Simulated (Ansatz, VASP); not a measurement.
Sc5S in VASP and in Ansatz

```xyz
6
Lattice="3.3963 0.0000 0.0000 -1.6982 2.9413 0.0000 0.0000 0.0000 13.7612" Properties=species:S:1:pos:R:3 pbc="T T T"
Sc    0.0000    1.9609   12.0413
Sc    0.0000    1.9609    1.7199
Sc    0.0000    0.0000    4.3353
Sc    0.0000    1.9609    6.8806
Sc    0.0000    0.0000    9.4259
S     0.0000    0.0000    0.0000
```

Alike in both runs: functional PBE; k mesh 12 × 12 × 4; occupations gaussian, width 0.1 eV; no spin polarisation.

Ansatz relaxed the structure, and its values are those at the end. VASP's run is a single point on that final structure, the one shown.

|  | VASP | Ansatz |
| --- | --- | --- |
| version | VASP 6.6.1 | Ansatz 0.2.0 |
| potentials or method | VASP PAW PBE potentials, release 64 (Sc_sv, S), cutoff 520 eV | scalar-relativistic, plane waves, PAW |
| valence electrons in the cell | 61 | 61 |

Ansatz gave:

- gap on the k mesh at the Fermi level (eV): none
- pressure (GPa): 0.0
- rms of the force components (eV/Å): 0.001

Task: What did VASP give for the same quantities?

Result: gap on the k mesh at the Fermi level (eV): none; pressure (GPa): 0.1; rms of the force components (eV/Å): 0.010.

A gap of «none» marks a metal or a gap that the smearing closes. With one functional, cell and mesh, what is left measures potentials, basis and numerics.
